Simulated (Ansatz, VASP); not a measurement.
## TiO2: VASP beside Ansatz

Contents of INCAR:

```
  PREC = Accurate
  ENCUT = 520
  EDIFF = 1E-7
  ISMEAR = 0
  SIGMA = 0.05
  LREAL = False
  LASPH = True
  NELM = 60
  ALGO = Normal
  ISIF = 2
  LWAVE = False
  LCHARG = False
  GGA = PS
  NBANDS = 60
```

File KPOINTS:

```
regular mesh
0
Gamma
  7 7 3
```

The input POSCAR:

```
TiO2
1.0
   -3.7706690430      0.0000000000      0.0000000000
    0.0000000000     -3.7706690430      0.0000000000
    0.0000000000     -0.3770669043      9.5463353711
Ti O
4 8
Direct
    0.0000000000     -0.0875000000      0.8750000000
    0.5000000000      0.4625000000      0.3750000000
    0.5000000000     -0.0625000000      0.6250000000
    0.0000000000      0.4875000000      0.1250000000
    0.5000000000      0.4417380334      0.5826196664
    1.0000000000      0.9917380334      0.0826196664
    0.5000000000     -0.0832619666      0.8326196664
    1.0000000000      0.4667380334      0.3326196664
    0.5000000000     -0.0417380334      0.4173803336
    0.0000000000      0.4082619666      0.9173803336
    0.0000000000     -0.0667380334      0.6673803336
    0.5000000000      0.4832619666      0.1673803336
```

Input for Ansatz:

```yaml
crystal:
  lattice:
    - [-3.7706690482, 0.0, 0.0]
    - [0.0, -3.7706690482, 0.0]
    - [0.0, -0.3770669048, 9.5463353315]
  atoms:
    - { symbol: Ti, position: [0.0, -0.0875, 0.875] }
    - { symbol: Ti, position: [0.5, 0.4625, 0.375] }
    - { symbol: Ti, position: [0.5, -0.0625, 0.625] }
    - { symbol: Ti, position: [0.0, 0.4875, 0.125] }
    - { symbol: O, position: [0.5, 0.4417380332, 0.5826196678] }
    - { symbol: O, position: [1.0, 0.9917380332, 0.0826196678] }
    - { symbol: O, position: [0.5, -0.0832619668, 0.8326196678] }
    - { symbol: O, position: [0.0, 0.4667380332, 0.3326196678] }
    - { symbol: O, position: [0.5, -0.0417380332, 0.4173803322] }
    - { symbol: O, position: [0.0, 0.4082619668, 0.9173803322] }
    - { symbol: O, position: [0.5, 0.4832619668, 0.1673803322] }
    - { symbol: O, position: [1.0, 0.9332619668, 0.6673803322] }
basis:
  ecutwfc: 420
kpoints:
  mp_grid: { grid: [7, 7, 3] }
hamiltonian:
  xc: pbesol
scf:
  occupations: { method: gaussian, width: 0.05 }
output:
  forces: true
  stress: true
  eigenvalues: true
```

Alike in both runs: task single point; functional PBEsol; k mesh 7 × 7 × 3; occupations gaussian, width 0.05 eV; no spin polarisation.

|  | VASP | Ansatz |
| --- | --- | --- |
| version | VASP 6.6.1 | Ansatz 0.2.0 |
| potentials or method | VASP PAW PBE potentials, release 64 (Ti_sv, O), cutoff 520 eV | scalar-relativistic, plane waves, PAW |
| valence electrons in the cell | 96 | 96 |

```tsv
	VASP	Ansatz	Ansatz less VASP
gap on the k mesh at the Fermi level (eV)	1.93	1.95	+0.019
least direct gap on the mesh (eV)	1.93	1.95	+0.019
pressure (GPa)	1.0	0.3	-0.67
traceless stress, the component that is largest in VASP (GPa)	7.09	7.13	+0.042
rms of the force components (eV/Å)	0.741	0.744	+0.0033
```

VASP's potentials were made for PBE, not for PBEsol. With one functional, cell and mesh, what is left measures potentials, basis and numerics.
